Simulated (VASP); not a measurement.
# WS2 in VASP: single point with PBE+D3(BJ)

Aim: the single point of WS2 with PBE+D3(BJ).

All numbers are computed with VASP 6.6.1; they aren't measurements. Logs are shortened: lines on timing, memory, paths and dates and some standing lists are left out, and cuts for length are marked.

## 1. The cell of the first run

The cell holds a slab with vacuum, 6 atoms: a = 3.160 Å, b = 3.160 Å, c = 23.804 Å, α = 90.00°, β = 90.00°, γ = 120.00°.

## 2. Single point, PBE+D3(BJ)

The input, INCAR:

```
  PREC = Accurate
  ENCUT = 520
  EDIFF = 1E-6
  ISMEAR = 0
  SIGMA = 0.05
  LREAL = F
  LASPH = T
  NELM = 100
  ALGO = Normal
  ISIF = 2
  LWAVE = F
  LCHARG = F
  LDIPOL = T
  IDIPOL = 3
  DIPOL = 0.5 0.5 0.390
  GGA = PE
  IVDW = 12
  NBANDS = 35
```

The input, KPOINTS:

```
regular mesh
0
Gamma
  9 9 1
```

The input, POSCAR:

```
WS2
1.0
    3.1595456682      0.0000000000      0.0000000000
   -1.5797728341      2.7362468131      0.0000000000
    0.0000000000      0.0000000000     23.8042574330
S W
4 2
Direct
    0.3333333333      0.6666666667      0.1890418137
    0.3333333333      0.6666666667      0.3214605092
    0.3333333333      1.1666666667      0.4575706151
    0.3333333333      1.1666666667      0.5899893106
    0.6666666667      0.3333333333      0.2552511584
    0.6666666667      0.8333333333      0.5237799598
```

Potentials or basis: VASP PAW PBE potentials, release 64 (S, W_sv).

On the command line:

```sh
$ cat potpaw_PBE.64/S/POTCAR potpaw_PBE.64/W_sv/POTCAR > POTCAR
$ mpirun -np 1 vasp_std > vasp.out
```

OUTCAR:

```text
PREC = Accurate
   ENCUT = 520
   EDIFF = 1E-6
   ISMEAR = 0
   LREAL = F
   LASPH = T
   NELM = 100
   ISIF = 2
   GGA = PE
   IVDW = 12
 IVDW          = 12

 ion  position               nearest neighbor table
   1  0.333  0.667  0.189-   5 2.41   5 2.41   5 2.41
   2  0.333  0.667  0.321-   5 2.41   5 2.41   5 2.41
   3  0.333  0.167  0.458-   6 2.41   6 2.41   6 2.41
   4  0.333  0.167  0.590-   6 2.41   6 2.41   6 2.41
   5  0.667  0.333  0.255-   1 2.41   1 2.41   1 2.41   2 2.41   2 2.41   2 2.41
   6  0.667  0.833  0.524-   3 2.41   3 2.41   3 2.41   4 2.41   4 2.41   4 2.41

  LATTYP: Found a hexagonal cell.
 ALAT       =     3.1595456682
 C/A-ratio  =     7.5340760770

  Lattice vectors:

 A1 = (   3.1595456682,   0.0000000000,   0.0000000000)
 A2 = (  -1.5797728341,   2.7362468131,   0.0000000000)
 A3 = (   0.0000000000,   0.0000000000,  23.8042574330)

Analysis of symmetry for initial positions (statically):
=====================================================================
 Subroutine PRICEL returns:
 Original cell was already a primitive cell.

 Routine SETGRP: Setting up the symmetry group for a
 hexagonal supercell.

 Subroutine GETGRP returns: Found  4 space group operations
 (whereof  2 operations were pure point group operations)
 out of a pool of 24 trial point group operations.

The static configuration has the point symmetry C_1h.
 The point group associated with its full space group is C_2v.

Analysis of symmetry for dynamics (positions and initial velocities):
=====================================================================
 Subroutine PRICEL returns:
 Original cell was already a primitive cell.

 Routine SETGRP: Setting up the symmetry group for a
 hexagonal supercell.

 Subroutine GETGRP returns: Found  4 space group operations
 (whereof  2 operations were pure point group operations)
 out of a pool of 24 trial point group operations.

The dynamic configuration has the point symmetry C_1h.
 The point group associated with its full space group is C_2v.

 Subroutine INISYM returns: Found  4 space group operations
 (whereof  2 operations are pure point group operations),
 and found     1 'primitive' translations

----------------------------------------------------------------------------------------

                                     Primitive cell

[... 105 lines left out ...]
   POTIM  = 0.5000    time-step for ionic-motion
   TEBEG  =    0.0;   TEEND  =   0.0 temperature during run
   PSTRESS=    0.0 pullay stress
   NELECT =      52.0000    total number of electrons
   NUPDOWN=      -1.0000    fix difference up-down
   EMIN   =  10.00;   EMAX   =-10.00  energy-range for DOS
   EFERMI =   0.00;   METHOD = LEGACY
   ISMEAR =     0;   SIGMA  =   0.05  broadening in eV -4-tet -1-fermi 0-gaus
   EFERMI_NEDOS =   21; number of points for ismear=-14 and -15
   IALGO  =     38    algorithm
   IMIX   =      4    mixing-type and parameters
     AMIX     =   0.40;   BMIX     =  1.00
     AMIX_MAG =   1.60;   BMIX_MAG =  1.00
  volume/ion in A,a.u.               =      34.30       231.46
  Fermi-wavevector in a.u.,A,eV,Ry     =   1.034978  1.955825 14.574280  1.071179
  Thomas-Fermi vector in A             =   2.169299
   LORBIT       =      0    0 simple, 1 ext, 2 COOP (PROOUT), +10 PAW based schemes
   GGA     = PE    functional components
   LHFCALC =     F    Hartree Fock is set to
   AEXX    =    0.0000 exact exchange contribution
   IVDW    =    12    specifies the selected vdW correction
   LEPSILON=     F    determine dielectric tensor
   LRPA    =     F    only Hartree local field effects (RPA)
 non-spin polarized calculation
 Gauss-broadening in eV      SIGMA  =   0.05
  energy-cutoff  :      520.00
  volume of cell :      205.79
 maximum number of plane-waves:      5566
   NGX = 11   NGY = 11   NGZ = 89

 dipolmoment           0.000000      0.000000      0.000028 electrons x Angstroem

 number of electron      51.9999994 magnetization

 dipolmoment           0.000000      0.000000     -0.000004 electrons x Angstroem

 Free energy of the ion-electron system (eV)
  ---------------------------------------------------
  ext. energy  EPLUGINS =         0.00000000
  ---------------------------------------------------
  free energy    TOTEN  =       -47.30041045 eV

  energy without entropy =      -47.30041045  energy(sigma->0) =      -47.30041045

 E-fermi :   1.4291     XC(G=0):  -6.1363

 val. band max:        1.0674693383   @ k =   0.0000   0.0000   0.0000
 cond. band min:       2.7261786995   @ k =  -0.3333   0.2222   0.0000
 fundamental gap:      1.6587093612
 Fermi energy:         1.4290701458

 k-point     1 :       0.0000    0.0000    0.0000
  band No.  band energies     occupation
      1     -73.1935      2.00000
      2     -73.1935      2.00000
      3     -37.4460      2.00000
      4     -37.4460      2.00000
      5     -37.2710      2.00000
      6     -37.2710      2.00000
[... 901 lines left out ...]
     34       6.0531      0.00000
     35       7.0783      0.00000

 [... further k-points ...]

------------------------ aborting loop because EDIFF is reached ----------------------------------------

 vacuum level on the upper side and lower side of the slab       (xc-potential included)        -0.167        -0.168

 Edisp (eV)   -2.15199

 E8    (eV) :    -0.9343

  FORCE on cell =-STRESS in cart. coord.  units (eV):
  Direction    XX          YY          ZZ          XY          YZ          ZX
  --------------------------------------------------------------------------------------
  -------------------------------------------------------------------------------------
  Total      -0.25183    -0.17536    -0.51099    -0.06622     0.00000     0.00000
  in kB      -1.96057    -1.36526    -3.97820    -0.51556     0.00000     0.00000
  external pressure =       -2.43 kB  Pullay stress =        0.00 kB

 VOLUME and BASIS-vectors are now :
 -----------------------------------------------------------------------------
  energy-cutoff  :      520.00
  volume of cell :      205.79
      direct lattice vectors                 reciprocal lattice vectors
     3.159545668  0.000000000  0.000000000     0.316501201  0.182732054  0.000000000
    -1.579772834  2.736246813  0.000000000     0.000000000  0.365464108  0.000000000
     0.000000000  0.000000000 23.804257433     0.000000000  0.000000000  0.042009292

 POSITION                                       TOTAL-FORCE (eV/Angst)
 -----------------------------------------------------------------------------------
     -0.00000      1.82416      4.50000         0.002141      0.001236      0.005792
     -0.00000      1.82416      7.65213        -0.001824     -0.001053      0.018415
      0.78989      0.45604     10.89213        -0.001824     -0.001053     -0.018415
      0.78989      0.45604     14.04426         0.002141      0.001236     -0.005792
      1.57977      0.91208      6.07606        -0.000317     -0.000183      0.049739
      0.78989      2.28021     12.46819        -0.000317     -0.000183     -0.049739
 -----------------------------------------------------------------------------------
    total drift:                               -0.000103     -0.000059     -0.000416

  FREE ENERGIE OF THE ION-ELECTRON SYSTEM (eV)
  ---------------------------------------------------
  free  energy   TOTEN  =       -49.4524021430 eV

  energy  without entropy=      -49.4524021430  energy(sigma->0) =      -49.45240214

 vacuum level on the upper side and lower side of the slab         6.360         6.360
```

Wall time 2.8 min (1 thread of AMD EPYC 9R14 (Zen 4), shared host); peak memory 0.36 GiB.

Results:

| Quantity | Value |
| --- | --- |
| Free energy | -49.4524 eV |
| Largest force | 0.050 eV/Å |
| Band gap on the k mesh | 1.66 eV, indirect (least direct gap 1.91 eV) |
| Dispersion energy per atom | -0.359 eV |

Forces in eV/Å, atoms in the order of the input:
```
S    0.002  0.001  0.006
S   -0.002 -0.001  0.018
S   -0.002 -0.001 -0.018
S    0.002  0.001 -0.006
W    0.000  0.000  0.050
W    0.000  0.000 -0.050
```

Levels at points of the mesh, in eV from the valence-band top:
| k point | band 24 | band 25 | band 26 | band 27 | band 28 | band 29 |
| --- | --- | --- | --- | --- | --- | --- |
| (0.00, 0.00, 0.00) | -1.81 | -0.58 | 0.00 | 2.63 | 2.66 | 2.69 |

Caveat: spin-orbit coupling is left out, which moves the levels of the heavy elements.
